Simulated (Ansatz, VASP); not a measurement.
# One calculation of Os, two programs

File INCAR:

```
ALGO = Normal
EDIFF = 1E-6
ENCUT = 600
GGA = PE
GGA_COMPAT = F
ISIF = 2
ISMEAR = -1
LASPH = T
LCHARG = F
LREAL = F
LWAVE = F
NBANDS = 15
NELM = 120
PREC = Accurate
SIGMA = 0.05
```

File KPOINTS:

```
k-points
0
Gamma
  15 15 9
```

The input POSCAR:

```
Os
1.0
    2.7887819750      0.0000000000      0.0000000000
   -1.3943909876      2.4151560360      0.0000000000
    0.0000000000      0.0000000000      4.3197000000
Os
2
Direct
    0.3333333333      0.6666666667      0.2500000000
    0.6666666667      0.3333333333      0.7500000000
```

Input for Ansatz:

```yaml
crystal:
  lattice:
    - [2.788781975, 0.0, 0.0]
    - [-1.3943909876, 2.415156036, 0.0]
    - [0.0, 0.0, 4.3197]
  atoms:
    - { symbol: Os, position: [0.3333333333, 0.6666666667, 0.25] }
    - { symbol: Os, position: [0.6666666667, 0.3333333333, 0.75] }
kpoints:
  mp_grid: { grid: [15, 15, 9] }
  band_path:
    path:
      - [0.0, 0.0, 0.0]
      - [0.5, 0.0, 0.0]
      - [0.3333333333, 0.3333333333, 0.0]
      - [0.0, 0.0, 0.0]
      - [0.0, 0.0, 0.5]
      - [0.5, 0.0, 0.5]
      - [0.3333333333, 0.3333333333, 0.5]
      - [0.0, 0.0, 0.5]
      - [0.5, 0.0, 0.5]
    npoints: 5
scf:
  occupations: { method: fermi_dirac, width: 0.05 }
hamiltonian:
  xc: pbe
  pseudopotentials: { kind: all_electron, lapw: { basis_error: 0.0005 } }
output:
  forces: true
  stress: true
  eigenvalues: true
```

Change from the starting cell: equal xx and yy strain of +2 %.

Alike in both runs: task single point; functional PBE; k mesh 15 × 15 × 9; occupations fermi-dirac, width 0.05 eV; no spin polarisation.

|  | VASP | Ansatz |
| --- | --- | --- |
| version | VASP 6.6.1 | Ansatz 0.2.0 |
| potentials or method | VASP PAW PBE potentials, release 64 (Os), cutoff 600 eV | all-electron LAPW, scalar-relativistic |

```tsv
	VASP	Ansatz	Ansatz less VASP
pressure (GPa)	-6.8	-6.7	+0.15
traceless stress, the component that is largest in VASP (GPa)	6.79	6.92	+0.128
```

Ansatz ran all-electron here, and VASP with PAW potentials.

Spin-orbit coupling is off throughout.
